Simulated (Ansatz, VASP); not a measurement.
# Two plane-wave programs on PbS

```
Pb S
1.0
    -0.00020    4.24470    0.05786
     0.08920    0.08487    6.89731
     8.49387   -0.00071    0.11416
Pb S
4 4
Direct
  0.00902 0.79488 0.25358
  0.00944 0.79476 0.75355
  0.49510 0.20522 0.99627
  0.49559 0.20514 0.49629
  0.98875 0.18722 0.24553
  0.98874 0.18704 0.74554
  0.50660 0.81290 0.00463
  0.50675 0.81284 0.50461
```

Change from the starting cell: cell x2, atoms moved at random (sigma 0.05 Å) and cell strained at random (1.5 %), then relaxed without symmetry.

Alike in both runs: functional PBE; k mesh 4 × 2 × 2; occupations gaussian, width 0.1 eV; no spin polarisation.

Ansatz relaxed the structure, and its values are those at the end. VASP's run is a single point on that final structure, the one shown.

```csv
,VASP,Ansatz
version,VASP 6.6.1,Ansatz 0.2.0
potentials or method,"VASP PAW PBE potentials, release 64 (Pb_d, S), cutoff 520 eV","scalar-relativistic, plane waves, PAW"
valence electrons in the cell,80,80
```

```csv
,VASP,Ansatz,Ansatz less VASP
gap on the k mesh at the Fermi level (eV),1.57,1.57,0.000
least direct gap on the mesh (eV),1.58,1.58,-0.001
pressure (GPa),0.0,0.0,+0.06
rms of the force components (eV/Å),0.009,0.007,-0.0014
```

With one functional, cell and mesh, what is left measures potentials, basis and numerics.

The k mesh is coarse, so the values compare programs but aren't converged. Spin-orbit coupling is off throughout.
